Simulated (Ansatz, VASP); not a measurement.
Au in VASP and in Ansatz

File POSCAR:

```
Au
1.0
    2.9869983627      0.0000000000      0.0000000000
   -1.4934991814      2.5868164632      0.0000000000
    0.0000000000      0.0000000000      4.8800000000
Au
2
Direct
    0.3333333333      0.6666666667      0.7500000000
    0.6666666667      0.3333333333      0.2500000000
```

INCAR.step1

```
SYSTEM = Au
PREC = Accurate
ENCUT = 520
ISMEAR = 0
SIGMA = 0.15
LREAL = .FALSE.
LASPH = .TRUE.
NELM = 100
NBANDS = 18
GGA = PE
ALGO = Normal
EDIFF = 1E-4
LWAVE = .TRUE.
LCHARG = .FALSE.
```

The input INCAR.step2:

```
SYSTEM = Au
PREC = Accurate
ENCUT = 520
EDIFF = 1E-7
ISMEAR = 0
SIGMA = 0.15
LREAL = .FALSE.
LASPH = .TRUE.
NELM = 100
ALGO = Normal
ISIF = 2
LWAVE = .FALSE.
LCHARG = .FALSE.
METAGGA = R2SCAN
LMIXTAU = .TRUE.
NBANDS = 18
ISTART = 1
```

Contents of KPOINTS:

```
regular mesh
0
G
  18 18 10
  0 0 0
```

Input for Ansatz:

```yaml
crystal:
  lattice:
    - [2.9869983627, 0.0, 0.0]
    - [-1.4934991814, 2.5868164632, 0.0]
    - [0.0, 0.0, 4.88]
  atoms:
    - { symbol: Au, position: [0.3333333333, 0.6666666667, 0.75] }
    - { symbol: Au, position: [0.6666666667, 0.3333333333, 0.25] }
basis:
  ecutwfc: 500
kpoints:
  mp_grid: { grid: [18, 18, 10] }
hamiltonian:
  xc: r2scan
scf:
  occupations: { method: gaussian, width: 0.15 }
output:
  forces: true
  stress: true
  eigenvalues: true
```

Change from the starting cell: strain +0.030 along x and y, +0.000 along z, atoms carried along.

Alike in both runs: task single point; functional r2SCAN; k mesh 18 × 18 × 10; occupations gaussian, width 0.15 eV; no spin polarisation.

|  | VASP | Ansatz |
| --- | --- | --- |
| version | VASP 6.6.1 | Ansatz 0.2.0 |
| potentials or method | VASP PAW PBE potentials, release 64 (Au), cutoff 520 eV | scalar-relativistic, plane waves, PAW |
| valence electrons in the cell | 22 | 38 |

VASP gave:

- gap on the k mesh at the Fermi level (eV): none
- pressure (GPa): -8.4
- traceless stress, the component that is largest in VASP (GPa): 0.86

Q: What did Ansatz give for the same quantities?

A: gap on the k mesh at the Fermi level (eV): none; pressure (GPa): -8.6; traceless stress, the component that is largest in VASP (GPa): 0.85.

VASP's potentials were made for PBE, not for r2SCAN. A gap of «none» marks a metal or a gap that the smearing closes. With one functional, cell and mesh, what is left measures potentials, basis and numerics. VASP's potentials hold 22 valence electrons a cell and Ansatz's 38, so a difference there can come from the potentials and not from the codes.

Neither program's run includes spin-orbit coupling.
